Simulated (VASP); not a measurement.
# FePtRh (P4/nmm) in VASP: a series of runs, part 2 of 2

VASP 6.6.1.

## 3. Relaxation of cell and atoms, LDA

File INCAR:

```
SYSTEM = FePtRh
PREC = Accurate
ENCUT = 600
EDIFF = 1E-7
ISMEAR = 0
SIGMA = 0.0112
LREAL = .False.
LASPH = .True.
NELM = 60
ALGO = Normal
ISIF = 3
LWAVE = .False.
LCHARG = .False.
IBRION = 2
NSW = 60
EDIFFG = -0.01
```

File KPOINTS:

```
Automatic mesh
0
Gamma
  5 5 3
  0.5 0.5 0.5
```

File POSCAR:

```
FePtRh
1.0
    3.4362580000      0.0000000000      0.0000000000
    0.0000000000      3.4362580000      0.0000000000
    0.0000000000      0.0000000000      5.9385090000
Pt Rh Fe
2 2 2
Direct
    0.0000000000      0.0000000000      0.0000000000
    0.5000000000      0.5000000000      0.0000000000
    0.0000000000      0.5000000000      0.7500000000
    0.5000000000      0.0000000000      0.2500000000
    0.0000000000      0.5000000000      0.3570000000
    0.5000000000      0.0000000000      0.6430000000
```

Potentials or basis: VASP PAW LDA potentials, release 64 (Pt, Rh_pv, Fe).

On the command line:

```sh
> cat potpaw_LDA.64/Pt/POTCAR potpaw_LDA.64/Rh_pv/POTCAR potpaw_LDA.64/Fe/POTCAR > POTCAR
> mpirun -np 1 vasp_std > vasp.out
```

OUTCAR:

```text
SYSTEM = FePtRh
   PREC = Accurate
   ENCUT = 600
   EDIFF = 1E-7
   ISMEAR = 0
   LREAL = .False.
   LASPH = .True.
   NELM = 60
   ISIF = 3
   IBRION = 2
   NSW = 60
   EDIFFG = -0.01

 ion  position               nearest neighbor table
   1  0.000  0.000  0.000-   3 2.27   4 2.27   3 2.27   4 2.27   2 2.43   2 2.43   2 2.43   2 2.43
                             5 2.73   6 2.73   6 2.73   5 2.73
   2  0.500  0.500  0.000-   3 2.27   4 2.27   4 2.27   3 2.27   1 2.43   1 2.43   1 2.43   1 2.43
                             5 2.73   6 2.73   5 2.73   6 2.73
   3  0.000  0.500  0.750-   1 2.27   2 2.27   1 2.27   2 2.27   5 2.33   6 2.51   6 2.51   6 2.51
                             6 2.51
   4  0.500  0.000  0.250-   1 2.27   2 2.27   2 2.27   1 2.27   6 2.33   5 2.51   5 2.51   5 2.51
                             5 2.51
   5  0.000  0.500  0.357-   3 2.33   4 2.51   4 2.51   4 2.51   4 2.51   1 2.73   2 2.73   2 2.73
                             1 2.73   6 2.96   6 2.96   6 2.96   6 2.96
   6  0.500  0.000  0.643-   4 2.33   3 2.51   3 2.51   3 2.51   3 2.51   1 2.73   1 2.73   2 2.73
                             2 2.73   5 2.96   5 2.96   5 2.96   5 2.96

  LATTYP: Found a simple tetragonal cell.
 ALAT       =     3.4362580000
 C/A-ratio  =     1.7281906655

  Lattice vectors:

 A1 = (   3.4362580000,   0.0000000000,   0.0000000000)
 A2 = (   0.0000000000,   3.4362580000,   0.0000000000)
 A3 = (   0.0000000000,   0.0000000000,   5.9385090000)

Analysis of symmetry for initial positions (statically):
=====================================================================
 Subroutine PRICEL returns:
 Original cell was already a primitive cell.

 Routine SETGRP: Setting up the symmetry group for a
 simple tetragonal supercell.

 Subroutine GETGRP returns: Found 16 space group operations
 (whereof  8 operations were pure point group operations)
 out of a pool of 16 trial point group operations.

The static configuration has the point symmetry D_2d.
 The point group associated with its full space group is D_4h.

Analysis of symmetry for dynamics (positions and initial velocities):
=====================================================================
 Subroutine PRICEL returns:
 Original cell was already a primitive cell.

 Routine SETGRP: Setting up the symmetry group for a
 simple tetragonal supercell.

 Subroutine GETGRP returns: Found 16 space group operations
 (whereof  8 operations were pure point group operations)
 out of a pool of 16 trial point group operations.

The dynamic configuration has the point symmetry D_2d.
 The point group associated with its full space group is D_4h.

 Subroutine INISYM returns: Found 16 space group operations
 (whereof  8 operations are pure point group operations),
 and found     1 'primitive' translations

----------------------------------------------------------------------------------------

                                     Primitive cell

  volume of cell :      70.1211

  direct lattice vectors                    reciprocal lattice vectors
     3.436258000  0.000000000  0.000000000     0.291014237  0.000000000  0.000000000
     0.000000000  3.436258000  0.000000000     0.000000000  0.291014237  0.000000000
     0.000000000  0.000000000  5.938509000     0.000000000  0.000000000  0.168392437

  length of vectors
     3.436258000  3.436258000  5.938509000     0.291014237  0.291014237  0.168392437

  position of ions in fractional coordinates (direct lattice)
     0.000000000  0.000000000  0.000000000
     0.500000000  0.500000000  0.000000000
     0.000000000  0.500000000  0.750000000
     0.500000000  0.000000000  0.250000000
[... 41 lines left out ...]
  0.300000  0.100000  0.166667     16.000000
  0.500000  0.100000  0.166667      8.000000
  0.300000  0.300000  0.166667      8.000000
  0.500000  0.300000  0.166667      8.000000
  0.500000  0.500000  0.166667      2.000000
  0.100000  0.100000  0.500000      4.000000
  0.300000  0.100000  0.500000      8.000000
  0.500000  0.100000  0.500000      4.000000
  0.300000  0.300000  0.500000      4.000000
  0.500000  0.300000  0.500000      4.000000
  0.500000  0.500000  0.500000      1.000000
   k-points           NKPTS =     12   k-points in BZ     NKDIM =     12   number of bands    NBANDS=     39
   number of dos      NEDOS =    301   number of ions     NIONS =      6
   total plane-waves  NPLWV =  37632
   dimension x,y,z NGX =    28 NGY =   28 NGZ =   48
   dimension x,y,z NGXF=    56 NGYF=   56 NGZF=   96
   ions per type =               2   2   2
   NGX,Y,Z   is equivalent  to a cutoff of  13.55, 13.55, 13.44 a.u.
   NGXF,Y,Z  is equivalent  to a cutoff of  27.09, 27.09, 26.87 a.u.
 SYSTEM =  FePtRh
   PREC   = accura    normal or accurate (medium, high low for compatibility)
   ISTART =      0    job   : 0-new  1-cont  2-samecut
   ICHARG =      2    charge: 1-file 2-atom 10-const
   ISPIN  =      1    spin polarized calculation?
   LNONCOLLINEAR =      F non collinear calculations
   LSORBIT =      F    spin-orbit coupling
   LASPH  =      T    aspherical Exc in radial PAW
   ENCUT  =  600.0 eV  44.10 Ry    6.64 a.u.   6.86  6.86 11.86*2*pi/ulx,y,z
   NELM   =     60;   NELMIN=  2; NELMDL= -5     # of ELM steps
   EDIFF  = 0.1E-06   stopping-criterion for ELM
   LREAL  =      F    real-space projection
   EDIFFG = -.1E-01   stopping-criterion for IOM
   NSW    =     60    number of steps for IOM
   IBRION =      2    ionic relax: 0-MD 1-quasi-New 2-CG
   NFREE  =      1    steps in history (QN), initial steepest desc. (CG)
   ISIF   =      3    stress and relaxation
   ISYM   =      2    0-nonsym 1-usesym 2-fastsym
   POTIM  = 0.5000    time-step for ionic-motion
   TEBEG  =    0.0;   TEEND  =   0.0 temperature during run
   PSTRESS=    0.0 pullay stress
   NELECT =      66.0000    total number of electrons
   NUPDOWN=      -1.0000    fix difference up-down
   EMIN   =  10.00;   EMAX   =-10.00  energy-range for DOS
   EFERMI =   0.00;   METHOD = LEGACY
   ISMEAR =     0;   SIGMA  =   0.01  broadening in eV -4-tet -1-fermi 0-gaus
   EFERMI_NEDOS =   21; number of points for ismear=-14 and -15
   IALGO  =     38    algorithm
   IMIX   =      4    mixing-type and parameters
     AMIX     =   0.40;   BMIX     =  1.00
     AMIX_MAG =   1.60;   BMIX_MAG =  1.00
  volume/ion in A,a.u.               =      11.69        78.87
  Fermi-wavevector in a.u.,A,eV,Ry     =   1.604377  3.031833 35.021755  2.574026
  Thomas-Fermi vector in A             =   2.700892
   LORBIT       =      0    0 simple, 1 ext, 2 COOP (PROOUT), +10 PAW based schemes
   GGA     = CA    functional components
   LHFCALC =     F    Hartree Fock is set to
   AEXX    =    0.0000 exact exchange contribution
   IVDW    =     0    specifies the selected vdW correction
   LEPSILON=     F    determine dielectric tensor
   LRPA    =     F    only Hartree local field effects (RPA)
 conjugate gradient relaxation of ions
 non-spin polarized calculation
 Gauss-broadening in eV      SIGMA  =   0.01
  energy-cutoff  :      600.00
  volume of cell :       70.12
 maximum number of plane-waves:      2392
 NGX is ok and might be reduce to    28
   NGX = 13   NGY = 13   NGZ = 23

--------------------------------------- Ionic step        1  -------------------------------------------

 number of electron      66.0000003 magnetization

 Free energy of the ion-electron system (eV)
  ---------------------------------------------------
  ext. energy  EPLUGINS =         0.00000000
  ---------------------------------------------------
  free energy    TOTEN  =       -40.48894139 eV

  energy without entropy =      -40.48803140  energy(sigma->0) =      -40.48848640

------------------------ aborting loop because EDIFF is reached ----------------------------------------

  FORCE on cell =-STRESS in cart. coord.  units (eV):
  Direction    XX          YY          ZZ          XY          YZ          ZX
  --------------------------------------------------------------------------------------
  -------------------------------------------------------------------------------------
  Total       45.1619667     45.1619667     44.3615989      0.0000000      0.0000000     -0.0000000
  in kB     1031.8925610   1031.8925610   1013.6051919      0.0000000      0.0000000     -0.0000000
  external PRESSURE =    1025.7967713 kB  Pullay stress =       0.0000000 kB
[... 1637 lines left out ...]
     38      10.6634      0.00000
     39      12.4658      0.00000

[... ionic steps 4 to 30 ...]

--------------------------------------- Ionic step       31  -------------------------------------------

 number of electron      65.9999986 magnetization

------------------------ aborting loop because EDIFF is reached ----------------------------------------
[... 75 lines left out ...]
--------------------------------------- Ionic step       33  -------------------------------------------

 number of electron      65.9999986 magnetization

 Free energy of the ion-electron system (eV)
  ---------------------------------------------------
  ext. energy  EPLUGINS =         0.00000000
  ---------------------------------------------------
  free energy    TOTEN  =       -48.87313395 eV

  energy without entropy =      -48.87216499  energy(sigma->0) =      -48.87264947

 E-fermi :   9.9430     XC(G=0): -13.7452

 val. band max:        9.9328551798   @ k =   0.3000   0.3000   0.1667
 cond. band min:       9.9514042491   @ k =   0.5000   0.5000   0.1667
 fundamental gap:      0.0185490693
 Fermi energy:         9.9430487075
[... 535 lines left out ...]
  FREE ENERGIE OF THE ION-ELECTRON SYSTEM (eV)
  ---------------------------------------------------
  free  energy   TOTEN  =       -48.8731339498 eV

  energy  without entropy=      -48.8721649923  energy(sigma->0) =      -48.87264947

 reached required accuracy - stopping structural energy minimisation
```

It took 36 min on 1 thread of Intel Xeon 8259CL, shared host; peak memory 0.2 GiB.

Results:

| Property | Result |
| --- | --- |
| Free energy | -48.8731 eV |
| Relaxed volume | 13.44 Å³/atom |
| Relaxed cell | a = 3.664 Å, b = 3.664 Å, c = 6.008 Å, α = 90.00°, β = 90.00°, γ = 90.00° |
| Space group after relaxing (to 0.1 Å) | P4/nmm (No. 129) |
| Pressure after relaxing | 0.0 GPa |
| Largest force after relaxing | 0.008 eV/Å |
| Band gap on the k mesh | zero (bands 33 and 34 overlap by 0.49 eV) |

Forces on the atoms (eV/Å):
```
Pt   0.000  0.000  0.000
Pt   0.000  0.000  0.000
Rh   0.000  0.000  0.000
Rh   0.000  0.000  0.000
Fe   0.000  0.000 -0.008
Fe   0.000  0.000  0.008
```

Final structure:
```cif
data_structure
_symmetry_space_group_name_H-M 'P 1'
_symmetry_Int_Tables_number 1
_cell_length_a 3.6643
_cell_length_b 3.6643
_cell_length_c 6.0075
_cell_angle_alpha 90.000
_cell_angle_beta 90.000
_cell_angle_gamma 90.000
_cell_volume 80.66
loop_
_atom_site_label
_atom_site_type_symbol
_atom_site_fract_x
_atom_site_fract_y
_atom_site_fract_z
_atom_site_occupancy
Pt1 Pt 0.00000 0.00000 0.00000 1
Pt2 Pt 0.50000 0.50000 0.00000 1
Rh1 Rh 0.00000 0.50000 0.66513 1
Rh2 Rh 0.50000 0.00000 0.33487 1
Fe1 Fe 0.00000 0.50000 0.29565 1
Fe2 Fe 0.50000 0.00000 0.70435 1
```

Caveat: the k points lie up to 0.35 Å⁻¹ apart in the final cell; the volume moved by over 15 % at a fixed basis, so the end points are rough; spin-orbit coupling is left out, which moves the levels of the heavy elements; the run has no spin polarisation, though such a crystal can be magnetic.
